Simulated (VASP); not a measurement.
Runs of VASP 6.6.1 on AlN. The structure is that of space group P6_3mc (No. 186), or close to it. The cells are those of the table. 

| cell | gap on the mesh (eV) | pressure (GPa) |
| --- | --- | --- |
| atoms relaxed from a = 3.130, b = 3.130, c = 4.616 Å, angles 90.0, 90.0, 120.0°, 4 atoms | (c) | 16.3 |
| atoms relaxed from a = 3.224, b = 3.224, c = 5.218 Å, angles 90.0, 90.0, 120.0°, 4 atoms | 3.26 | -15.8 |
| atoms relaxed from a = 3.067, b = 3.067, c = 4.415 Å, angles 90.0, 90.0, 120.0°, 4 atoms | 4.66 | 39.4 |
| atoms relaxed from a = 3.067, b = 3.067, c = 5.619 Å, angles 90.0, 90.0, 120.0°, 4 atoms | 2.78 | -9.6 |
| atoms relaxed from a = 3.192, b = 3.193, c = 4.415 Å, angles 90.0, 90.0, 120.0°, 4 atoms | 3.74 | 13.0 |
| atoms relaxed from a = 3.161, b = 3.161, c = 5.218 Å, angles 90.0, 90.0, 120.0°, 4 atoms | 3.62 | -10.1 |
| atoms relaxed from a = 3.036, b = 3.036, c = 4.616 Å, angles 90.0, 90.0, 120.0°, 4 atoms | (a) | 35.2 |
| atoms relaxed from a = 3.099, b = 3.099, c = 4.616 Å, angles 90.0, 90.0, 120.0°, 4 atoms | (b) | 22.1 |

Alike in all rows: task relaxation of the atoms; level PBE; potentials or basis VASP PAW PBE potentials, release 64 (Al, N); no spin polarisation; k mesh 9 × 9 × 6; cutoff (eV) 520; smearing gaussian 0.05 eV.

Q: Fill in the values left out.

A: (a) 4.94; (b) 4.43; (c) 4.19.

Caveats: an odd mesh through Γ misses points on the zone boundary, where band edges can lie (at least some runs).
